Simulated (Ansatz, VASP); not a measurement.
## Two plane-wave programs on PtS2

File INCAR:

```
ALGO     = Normal         # electronic algorithm
DIPOL    = 0.5 0.5 0.390
EDIFF    = 1E-7           # SCF threshold, eV
ENCUT    = 520            # plane-wave cutoff, eV
GGA      = PE             # functional
IDIPOL   = 3            
ISIF     = 2              # what is computed and relaxed
ISMEAR   = 0              # smearing method
IVDW     = 12             # dispersion correction
LASPH    = True           # aspherical terms in the spheres
LCHARG   = False          # write CHGCAR
LDIPOL   = True         
LREAL    = False          # projectors in reciprocal space
LWAVE    = False          # write WAVECAR
NBANDS   = 31             # bands
NELM     = 80             # most SCF steps
PREC     = Accurate       # precision mode
SIGMA    = 0.05           # smearing width, eV
```

The input KPOINTS:

```
k-points
0
Gamma
  9 9 1
```

POSCAR

```
PtS2
1.0
    3.5415278079      0.0000000000      0.0000000000
   -1.7707639039      3.0670530498      0.0000000000
    0.0000000000      0.0000000000     22.4670615492
S Pt
4 2
Direct
    0.6666666667      0.3333333333      0.2002932155
    0.3333333333      0.6666666667      0.3108341854
    0.3333333333      1.0000000000      0.4683981816
    0.6666666667      0.6666666667      0.5789391515
    0.0000000000      0.0000000000      0.2555637004
    1.0000000000      1.3333333333      0.5236686665
```

Input for Ansatz:

```yaml
crystal:
  lattice:
    - [3.5415278079, 0.0, 0.0]
    - [-1.7707639039, 3.0670530498, 0.0]
    - [0.0, 0.0, 22.4670615492]
  atoms:
    - { symbol: S, position: [0.6666666667, 0.3333333333, 0.2002932155] }
    - { symbol: Pt, position: [0.0, 0.0, 0.2555637004] }
    - { symbol: S, position: [0.3333333333, 0.6666666667, 0.3108341854] }
    - { symbol: S, position: [0.3333333333, 1.0, 0.4683981816] }
    - { symbol: Pt, position: [1.0, 1.3333333333, 0.5236686665] }
    - { symbol: S, position: [0.6666666667, 0.6666666667, 0.5789391515] }
basis:
  ecutwfc: 420
kpoints:
  mp_grid: { grid: [9, 9, 1] }
hamiltonian:
  xc: pbe
  pseudopotentials: { kind: paw, azcp: { folder: soft_1 } }
  dispersion: d3bj
scf:
  occupations: { method: gaussian, width: 0.05 }
output:
  forces: true
  eigenvalues: true
efield:
  axis: 3
  dipole_correction: true
  ramp_width: 0.04
```

Alike in both runs: task single point; functional PBE; dispersion D3(BJ); k mesh 9 × 9 × 1; occupations gaussian, width 0.05 eV; no spin polarisation.

|  | VASP | Ansatz |
| --- | --- | --- |
| version | VASP 6.6.1 | Ansatz 0.2.0 |
| potentials or method | VASP PAW PBE potentials, release 64 (S, Pt), cutoff 520 eV | scalar-relativistic, plane waves, PAW |
| valence electrons in the cell | 44 | 60 |

|  | VASP | Ansatz | Ansatz less VASP |
| --- | --- | --- | --- |
| gap on the k mesh at the Fermi level (eV) | 1.47 | 1.47 | -0.006 |
| least direct gap on the mesh (eV) | 1.57 | 1.56 | -0.007 |
| rms of the force components (eV/Å) | 0.027 | 0.027 | -0.0002 |

VASP's potentials hold 44 valence electrons a cell and Ansatz's 60, so a difference there can come from the potentials and not from the codes.

Neither program's run includes spin-orbit coupling.
